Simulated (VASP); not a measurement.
# Pt (Fm-3m) in VASP: a series of runs

The runs below take Pt through single point, with PBEsol.

Program: VASP 6.6.1. These are calculated values, not measurements. Logs are shortened: lines on timing, memory, paths and dates and some standing lists are left out, and cuts for length are marked.

**1. The cell of the first run**

Symmetry: Fm-3m, No. 225, cubic system. The conventional cell has a = 3.860 Å, b = 3.860 Å, c = 3.860 Å, α = 90.00°, β = 90.00°, γ = 90.00°. Within 3.6 Å of Pt (site symmetry m-3m) lie 12 Pt at 2.73 Å.

**2. Single point, PBEsol**

INCAR

```
SYSTEM = Pt
  ALGO = Normal
  EDIFF = 1E-7
  ENCUT = 520
  GGA = PS
  ISIF = 2
  ISMEAR = -1
  LASPH = .True.
  LCHARG = .False.
  LREAL = .False.
  LWAVE = .False.
  NBANDS = 11
  NELM = 60
  PREC = Accurate
  SIGMA = 0.1
```

KPOINTS

```
k-points
0
Gamma
  24 24 24
  0 0 0
```

POSCAR

```
Pt
1.0
    0.0000000000      1.9297932066      1.9297932066
    1.9297932066      0.0000000000      1.9297932066
    1.9297932066      1.9297932066      0.0000000000
Pt
1
Direct
    0.0000000000      0.0000000000      0.0000000000
```

Potentials or basis: VASP PAW PBE potentials, release 64 (Pt).

Command:

```console
cat potpaw_PBE.64/Pt/POTCAR > POTCAR
mpirun -np 1 vasp_std > vasp.out
```

OUTCAR:

```text
SYSTEM = Pt
   EDIFF = 1E-7
   ENCUT = 520
   GGA = PS
   ISIF = 2
   ISMEAR = -1
   LASPH = .True.
   LREAL = .False.
   NELM = 60
   PREC = Accurate

 ion  position               nearest neighbor table
   1  0.000  0.000  0.000-

  LATTYP: Found a face centered cubic cell.
 ALAT       =     3.8595864132

  Lattice vectors:

 A1 = (   0.0000000000,   1.9297932066,   1.9297932066)
 A2 = (   1.9297932066,   0.0000000000,   1.9297932066)
 A3 = (   1.9297932066,   1.9297932066,   0.0000000000)

Analysis of symmetry for initial positions (statically):
=====================================================================
 Subroutine PRICEL returns:
 Original cell was already a primitive cell.

 Routine SETGRP: Setting up the symmetry group for a
 face centered cubic supercell.

 Subroutine GETGRP returns: Found 48 space group operations
 (whereof 48 operations were pure point group operations)
 out of a pool of 48 trial point group operations.

The static configuration has the point symmetry O_h .

Analysis of symmetry for dynamics (positions and initial velocities):
=====================================================================
 Subroutine PRICEL returns:
 Original cell was already a primitive cell.

 Routine SETGRP: Setting up the symmetry group for a
 face centered cubic supercell.

 Subroutine GETGRP returns: Found 48 space group operations
 (whereof 48 operations were pure point group operations)
 out of a pool of 48 trial point group operations.

The dynamic configuration has the point symmetry O_h .

 Subroutine INISYM returns: Found 48 space group operations
 (whereof 48 operations are pure point group operations),
 and found     1 'primitive' translations

----------------------------------------------------------------------------------------

                                     Primitive cell

  volume of cell :      14.3735

  direct lattice vectors                    reciprocal lattice vectors
     0.000000000  1.929793207  1.929793207    -0.259095119  0.259095119  0.259095119
     1.929793207  0.000000000  1.929793207     0.259095119 -0.259095119  0.259095119
     1.929793207  1.929793207  0.000000000     0.259095119  0.259095119 -0.259095119

  length of vectors
     2.729139725  2.729139725  2.729139725     0.448765910  0.448765910  0.448765910

  position of ions in fractional coordinates (direct lattice)
     0.000000000  0.000000000  0.000000000

  ion indices of the primitive-cell ions
   primitive index   ion index
                 1           1

----------------------------------------------------------------------------------------

 KPOINTS: k-points

Automatic generation of k-mesh.
 Grid dimensions read from file:
 generate k-points for:   24   24   24

 Generating k-lattice:

  Cartesian coordinates                     Fractional coordinates (reciprocal lattice)
    -0.010795630  0.010795630  0.010795630     0.041666667  0.000000000  0.000000000
     0.010795630 -0.010795630  0.010795630     0.000000000  0.041666667  0.000000000
     0.010795630  0.010795630 -0.010795630     0.000000000  0.000000000  0.041666667

  Length of vectors
     0.018698580  0.018698580  0.018698580

  Shift w.r.t. Gamma in fractional coordinates (k-lattice)
     0.000000000  0.000000000  0.000000000

 Subroutine IBZKPT returns following result:
 ===========================================

 Found    413 irreducible k-points:

 Following reciprocal coordinates:
            Coordinates               Weight
  0.000000  0.000000  0.000000      1.000000
  0.041667  0.000000  0.000000      8.000000
  0.083333  0.000000  0.000000      8.000000
  0.125000  0.000000  0.000000      8.000000
  0.166667  0.000000  0.000000      8.000000
  0.208333  0.000000  0.000000      8.000000
[... 16 lines left out ...]
  0.416667  0.041667  0.000000     24.000000
  0.458333  0.041667  0.000000     24.000000
 [... further k-points ...]
   k-points           NKPTS =    413   k-points in BZ     NKDIM =    413   number of bands    NBANDS=     11
   number of dos      NEDOS =    301   number of ions     NIONS =      1
   total plane-waves  NPLWV =   8000
   dimension x,y,z NGX =    20 NGY =   20 NGZ =   20
   dimension x,y,z NGXF=    40 NGYF=   40 NGZF=   40
   ions per type =               1
   NGX,Y,Z   is equivalent  to a cutoff of  12.18, 12.18, 12.18 a.u.
   NGXF,Y,Z  is equivalent  to a cutoff of  24.37, 24.37, 24.37 a.u.
 SYSTEM =  Pt
   PREC   = accura    normal or accurate (medium, high low for compatibility)
   ISTART =      0    job   : 0-new  1-cont  2-samecut
   ICHARG =      2    charge: 1-file 2-atom 10-const
   ISPIN  =      1    spin polarized calculation?
   LNONCOLLINEAR =      F non collinear calculations
   LSORBIT =      F    spin-orbit coupling
   LASPH  =      T    aspherical Exc in radial PAW
   ENCUT  =  520.0 eV  38.22 Ry    6.18 a.u.   5.07  5.07  5.07*2*pi/ulx,y,z
   NELM   =     60;   NELMIN=  2; NELMDL= -5     # of ELM steps
   EDIFF  = 0.1E-06   stopping-criterion for ELM
   LREAL  =      F    real-space projection
   EDIFFG = 0.1E-05   stopping-criterion for IOM
   NSW    =      0    number of steps for IOM
   IBRION =     -1    ionic relax: 0-MD 1-quasi-New 2-CG
   NFREE  =      0    steps in history (QN), initial steepest desc. (CG)
   ISIF   =      2    stress and relaxation
   ISYM   =      2    0-nonsym 1-usesym 2-fastsym
   POTIM  = 0.5000    time-step for ionic-motion
   TEBEG  =    0.0;   TEEND  =   0.0 temperature during run
   PSTRESS=    0.0 pullay stress
   NELECT =      10.0000    total number of electrons
   NUPDOWN=      -1.0000    fix difference up-down
   EMIN   =  10.00;   EMAX   =-10.00  energy-range for DOS
   EFERMI =   0.00;   METHOD = LEGACY
   ISMEAR =    -1;   SIGMA  =   0.10  broadening in eV -4-tet -1-fermi 0-gaus
   EFERMI_NEDOS =   21; number of points for ismear=-14 and -15
   IALGO  =     38    algorithm
   IMIX   =      4    mixing-type and parameters
     AMIX     =   0.40;   BMIX     =  1.00
     AMIX_MAG =   1.60;   BMIX_MAG =  1.00
  volume/ion in A,a.u.               =      14.37        97.00
  Fermi-wavevector in a.u.,A,eV,Ry     =   1.450621  2.741277 28.630770  2.104302
  Thomas-Fermi vector in A             =   2.568212
   LORBIT       =      0    0 simple, 1 ext, 2 COOP (PROOUT), +10 PAW based schemes
   GGA     = PS    functional components
   LHFCALC =     F    Hartree Fock is set to
   AEXX    =    0.0000 exact exchange contribution
   IVDW    =     0    specifies the selected vdW correction
   LEPSILON=     F    determine dielectric tensor
   LRPA    =     F    only Hartree local field effects (RPA)
 non-spin polarized calculation
  energy-cutoff  :      520.00
  volume of cell :       14.37
 maximum number of plane-waves:       397
   NGX = 11   NGY = 11   NGZ = 11

 number of electron      10.0000000 magnetization

 number of electron       9.9999999 magnetization

 Free energy of the ion-electron system (eV)
  ---------------------------------------------------
  ext. energy  EPLUGINS =         0.00000000
  ---------------------------------------------------
  free energy    TOTEN  =        -6.96399484 eV

  energy without entropy =       -6.91263279  energy(sigma->0) =       -6.93831382

 E-fermi :  12.0578     XC(G=0): -13.9137

 val. band max:       12.0565687237   @ k =   0.4167   0.3750   0.0000
 cond. band min:      12.0606441001   @ k =  -0.4167   0.3333   0.0417
 fundamental gap:      0.0040753764
 Fermi energy:        12.0577725233

 k-point     1 :       0.0000    0.0000    0.0000
  band No.  band energies     occupation
      1       1.1961      2.00000
      2       7.9361      2.00000
      3       7.9361      2.00000
      4       7.9361      2.00000
      5      10.2930      2.00000
      6      10.2930      2.00000
      7      26.5222      0.00000
      8      31.7546      0.00000
      9      31.7546      0.00000
     10      31.7546      0.00000
     11      37.2304      0.00000

 k-point     2 :       0.0417    0.0000    0.0000
  band No.  band energies     occupation
      1       1.2699      2.00000
      2       7.9007      2.00000
      3       7.9667      2.00000
      4       7.9667      2.00000
      5      10.2746      2.00000
      6      10.2746      2.00000
      7      26.6427      0.00000
      8      31.3507      0.00000
      9      31.8719      0.00000
     10      31.8719      0.00000
     11      37.6957      0.00000

 k-point     3 :       0.0833    0.0000    0.0000
  band No.  band energies     occupation
      1       1.4874      2.00000
      2       7.8029      2.00000
      3       8.0521      2.00000
      4       8.0521      2.00000
      5      10.2276      2.00000
      6      10.2276      2.00000
      7      26.9874      0.00000
      8      30.4117      0.00000
      9      32.2180      0.00000
     10      32.2180      0.00000
     11      38.7025      0.00000

 k-point     4 :       0.1250    0.0000    0.0000
  band No.  band energies     occupation
      1       1.8363      2.00000
      2       7.6680      2.00000
      3       8.1721      2.00000
      4       8.1721      2.00000
      5      10.1781      2.00000
      6      10.1781      2.00000
      7      27.5011      0.00000
      8      29.2759      0.00000
      9      32.7760      0.00000
     10      32.7760      0.00000
     11      38.9153      0.00000
[... 239 lines left out ...]
 k-point    22 :       0.3750    0.0417    0.0000
  band No.  band energies     occupation
      1       4.1543      2.00000
      2       8.0151      2.00000
      3       8.1372      2.00000
      4       8.8077      2.00000
      5      11.3796      1.99773
      6      11.5928      1.98106
      7      21.6761      0.00000
      8      27.1354      0.00000
      9      32.5086      0.00000
     10      33.4403      0.00000
     11      38.4421      0.00000

 k-point    23 :       0.4167    0.0417    0.0000
  band No.  band energies     occupation
      1       4.2098      2.00000
      2       7.9121      2.00000
      3       8.0355      2.00000
      4       9.6302      2.00000
      5      11.8518      1.77395
      6      11.8781      1.71546
      7      20.1978      0.00000
      8      26.6632      0.00000
      9      31.7942      0.00000
     10      32.4310      0.00000
     11      39.6552      0.00000

 k-point    24 :       0.4583    0.0417    0.0000
  band No.  band energies     occupation
      1       4.2186      2.00000
      2       7.8426      2.00000
      3       7.9597      2.00000
      4      10.3622      2.00000
      5      12.0623      0.97737
      6      12.3018      0.16038
      7      18.9589      0.00000
      8      26.3546      0.00000
      9      31.3477      0.00000
     10      31.6651      0.00000
     11      40.5072      0.00000

 [... further k-points ...]

------------------------ aborting loop because EDIFF is reached ----------------------------------------

  FORCE on cell =-STRESS in cart. coord.  units (eV):
  Direction    XX          YY          ZZ          XY          YZ          ZX
  --------------------------------------------------------------------------------------
  -------------------------------------------------------------------------------------
  Total        1.3102543      1.3102543      1.3102543      0.0000000      0.0000000     -0.0000000
  in kB      146.0507741    146.0507741    146.0507741      0.0000000      0.0000000     -0.0000000
  external PRESSURE =     146.0507741 kB  Pullay stress =       0.0000000 kB

 VOLUME and BASIS-vectors are now :
 -----------------------------------------------------------------------------
  energy-cutoff  :      520.00
  volume of cell :       14.37
      direct lattice vectors                 reciprocal lattice vectors
     0.000000000  1.929793207  1.929793207    -0.259095119  0.259095119  0.259095119
     1.929793207  0.000000000  1.929793207     0.259095119 -0.259095119  0.259095119
     1.929793207  1.929793207  0.000000000     0.259095119  0.259095119 -0.259095119

 POSITION                                       TOTAL-FORCE (eV/Angst)
 -----------------------------------------------------------------------------------
      0.00000      0.00000      0.00000         0.000000     -0.000000     -0.000000
 -----------------------------------------------------------------------------------
    total drift:                                0.000000      0.000000      0.000000

  FREE ENERGIE OF THE ION-ELECTRON SYSTEM (eV)
  ---------------------------------------------------
  free  energy   TOTEN  =        -6.9639948432 eV

  energy  without entropy=       -6.9126327947  energy(sigma->0) =       -6.93831382
```

Run time: 33 s. Hardware: 1 thread of Intel Xeon Platinum 8488C (Sapphire Rapids), shared host; peak memory 0.18 GiB.

Results:

| Property | Result |
| --- | --- |
| Free energy | -6.9640 eV |
| Pressure | 14.6 GPa |
| Band gap on the k mesh | zero (band 5 reaches 12.60 eV, above the bottom of band 6 at 10.17 eV) |

Caveat: the PAW data sets were made with another functional, which shifts forces and pressure a little; spin-orbit coupling is left out, which moves the levels of the heavy elements.

**3. Single point, PBEsol**

This run uses another cell than the first one, of 14.58 Å³/atom, 1.014 times its volume.

INCAR

```
PREC     = Accurate       # precision mode
ENCUT    = 520            # plane-wave cutoff, eV
EDIFF    = 1E-6           # SCF threshold, eV
ISMEAR   = -1             # smearing method
SIGMA    = 0.1            # smearing width, eV
LREAL    = F              # projectors in reciprocal space
LASPH    = T              # aspherical terms in the spheres
NELM     = 100            # most SCF steps
ALGO     = Normal         # electronic algorithm
ISIF     = 2              # what is computed and relaxed
LWAVE    = F              # write WAVECAR
LCHARG   = F              # write CHGCAR
GGA      = PS             # functional
NBANDS   = 11             # bands
```

KPOINTS

```
regular mesh
0
Gamma
  24 24 24
```

POSCAR

```
Pt
1.0
    0.0000000000      1.9389890032      1.9389890032
    1.9389890032      0.0000000000      1.9389890032
    1.9389890032      1.9389890032      0.0000000000
Pt
1
Direct
    0.0000000000      0.0000000000      0.0000000000
```

Potentials or basis: VASP PAW PBE potentials, release 64 (Pt).

Command:

```console
cat potpaw_PBE.64/Pt/POTCAR > POTCAR
mpirun -np 1 vasp_std > vasp.out
```

Run time: 47 s. Hardware: 1 thread of Intel Xeon Platinum 8488C (Sapphire Rapids), shared host; peak memory 0.18 GiB.

Results (log left out):

```
Free energy            : -6.9797 eV
Pressure               : 9.6 GPa
Band gap on the k mesh : zero (band 5 reaches 12.30 eV, above the bottom of band 6 at 9.93 eV)
```

Levels at points of the mesh, in eV from the Fermi level:
| k point | band 2 | band 3 | band 4 | band 5 | band 6 | band 7 | band 8 | band 9 |
| --- | --- | --- | --- | --- | --- | --- | --- | --- |
| (0.00, 0.00, 0.00) | -4.03 | -4.03 | -4.03 | -1.72 | -1.72 | 14.51 | 19.66 | 19.66 |
| (0.50, 0.00, 0.00) | -4.09 | -4.09 | -0.70 | 0.05 | 0.05 | 6.06 | 14.08 | 19.16 |
| (0.50, 0.50, 0.00) | -7.02 | 0.02 | 0.52 | 0.52 | 1.63 | 9.20 | 11.43 | 11.43 |

Caveat: the PAW data sets were made with another functional, which shifts forces and pressure a little; spin-orbit coupling is left out, which moves the levels of the heavy elements.

**4. Single point, PBEsol**

This run uses another cell than the first one, of 14.71 Å³/atom, 1.024 times its volume.

INCAR

```
SYSTEM = Pt
  PREC = Accurate
  ENCUT = 520
  EDIFF = 1E-6
  ISMEAR = -1
  SIGMA = 0.1
  LREAL = .False.
  LASPH = .True.
  NELM = 80
  ALGO = Normal
  ISIF = 2
  LWAVE = .False.
  LCHARG = .False.
  GGA = PS
  NBANDS = 11
```

KPOINTS

```
regular mesh
0
Gamma
  24 24 24
  0 0 0
```

POSCAR

```
Pt
1.0
    0.0000000000      1.9448040631      1.9448040631
    1.9448040631      0.0000000000      1.9448040631
    1.9448040631      1.9448040631      0.0000000000
Pt
1
Direct
    0.0000000000      0.0000000000      0.0000000000
```

Command:

```console
cat potpaw_PBE.64/Pt/POTCAR > POTCAR
mpirun -np 1 vasp_std > vasp.out
```

It took 43 s on 1 thread of Intel Xeon Platinum 8488C (Sapphire Rapids), shared host; peak memory 0.18 GiB.

The run converged. Its results:

```
Free energy            : -6.9865 eV
Pressure               : 6.6 GPa
Band gap on the k mesh : zero (band 5 reaches 12.11 eV, above the bottom of band 6 at 9.78 eV)
```

Levels at points of the mesh, in eV from the Fermi level:
| k point | band 1 | band 2 | band 3 | band 4 | band 5 | band 6 | band 7 | band 8 | band 9 | band 10 |
| --- | --- | --- | --- | --- | --- | --- | --- | --- | --- | --- |
| (0.00, 0.00, 0.00) | -10.59 | -3.97 | -3.97 | -3.97 | -1.70 | -1.70 | 14.54 | 19.64 | 19.64 | 19.64 |
| (0.50, 0.00, 0.00) | -7.64 | -4.03 | -4.03 | -0.66 | 0.04 | 0.04 | 5.99 | 14.10 | 19.10 | 19.10 |
| (0.50, 0.50, 0.00) | -7.40 | -6.92 | 0.02 | 0.51 | 0.51 | 1.65 | 9.10 | 11.40 | 11.40 | 20.39 |

Caveat: the PAW data sets were made with another functional, which shifts forces and pressure a little; spin-orbit coupling is left out, which moves the levels of the heavy elements.

**5. Single point, PBEsol**

This run uses another cell than the first one, of 14.95 Å³/atom, 1.040 times its volume.

INCAR

```
ALGO = Normal
EDIFF = 1E-6
ENCUT = 520
GGA = PS
ISIF = 2
ISMEAR = -1
LASPH = T
LCHARG = F
LREAL = F
LWAVE = F
NBANDS = 11
NELM = 60
PREC = Accurate
SIGMA = 0.1
```

KPOINTS

```
k-points
0
Gamma
  24 24 24
```

POSCAR

```
Pt
1.0
    0.0000000000      1.9553945898      1.9553945898
    1.9553945898      0.0000000000      1.9553945898
    1.9553945898      1.9553945898      0.0000000000
Pt
1
Direct
    0.0000000000      0.0000000000      0.0000000000
```

Command:

```console
cat potpaw_PBE.64/Pt/POTCAR > POTCAR
mpirun -np 1 vasp_std > vasp.out
```

Wall time 49 s (1 thread of Intel Xeon Platinum 8488C (Sapphire Rapids), shared host); peak memory 0.2 GiB.

Results (log left out):

```yaml
Free_energy: -6.9928 eV
Pressure: 1.6 GPa
Band_gap_on_the_k_mesh: zero (band 5 reaches 11.77 eV, above the bottom of band 6 at 9.50 eV)
```

Levels at points of the mesh, in eV from the Fermi level:
```tsv
k point	band 3	band 4	band 5	band 6	band 7	band 8
(0.00, 0.00, 0.00)	-3.86	-3.86	-1.66	-1.66	14.59	19.60
(0.50, 0.00, 0.00)	-3.93	-0.59	0.04	0.04	5.86	14.15
(0.50, 0.50, 0.00)	0.01	0.50	0.50	1.68	8.92	11.35
```

Caveat: the PAW data sets were made with another functional, which shifts forces and pressure a little; spin-orbit coupling is left out, which moves the levels of the heavy elements.

**6. Single point, PBEsol**

This run uses another cell than the first one, of 14.85 Å³/atom, 1.033 times its volume.

INCAR

```
  ALGO = Normal
  EDIFF = 1E-6
  ENCUT = 520
  GGA = PS
  ISIF = 2
  ISMEAR = -1
  LASPH = T
  LCHARG = F
  LREAL = F
  LWAVE = F
  NBANDS = 11
  NELM = 60
  PREC = Accurate
  SIGMA = 0.1
```

KPOINTS is that of step 5.

POSCAR

```
Pt
1.0
    0.0000000000      1.9510584285      1.9510584285
    1.9510584285      0.0000000000      1.9510584285
    1.9510584285      1.9510584285      0.0000000000
Pt
1
Direct
    0.0000000000      0.0000000000      0.0000000000
```

Potentials or basis: VASP PAW PBE potentials, release 64 (Pt).

Command:

```console
cat potpaw_PBE.64/Pt/POTCAR > POTCAR
mpirun -np 1 vasp_std > vasp.out
```

Run time: 40 s. Hardware: 1 thread of Intel Xeon Platinum 8488C (Sapphire Rapids), shared host; peak memory 0.2 GiB.

It converged, with:

```
Free energy            : -6.9911 eV
Pressure               : 3.6 GPa
Band gap on the k mesh : zero (band 5 reaches 11.91 eV, above the bottom of band 6 at 9.61 eV)
```

Levels at points of the mesh, in eV from the Fermi level:
```tsv
k point	band 3	band 4	band 5	band 6	band 7	band 8
(0.00, 0.00, 0.00)	-3.91	-3.91	-1.67	-1.67	14.57	19.62
(0.50, 0.00, 0.00)	-3.97	-0.62	0.04	0.04	5.91	14.13
(0.50, 0.50, 0.00)	0.02	0.50	0.50	1.67	8.99	11.37
```

Caveat: the PAW data sets were made with another functional, which shifts forces and pressure a little; spin-orbit coupling is left out, which moves the levels of the heavy elements.

**7. Summary**

```csv
cell,gap on the mesh (eV),pressure (GPa)
"a = 2.729 Å, angles 60.0°, 1 atom",none,14.6
"a = 2.742 Å, angles 60.0°, 1 atom",none,9.6
"a = 2.750 Å, angles 60.0°, 1 atom",none,6.6
"a = 2.765 Å, angles 60.0°, 1 atom",none,1.6
"a = 2.759 Å, angles 60.0°, 1 atom",none,3.6
```

Alike in all rows: task single point; level PBEsol; potentials or basis VASP PAW PBE potentials, release 64 (Pt); no spin polarisation; k mesh 24 × 24 × 24; cutoff (eV) 520; smearing fermi-dirac 0.1 eV.

Caveats: the PAW data sets were made with another functional, which shifts forces and pressure a little; spin-orbit coupling is left out, which moves the levels of the heavy elements.

Absolute energies hang on the potentials; compare differences alone.
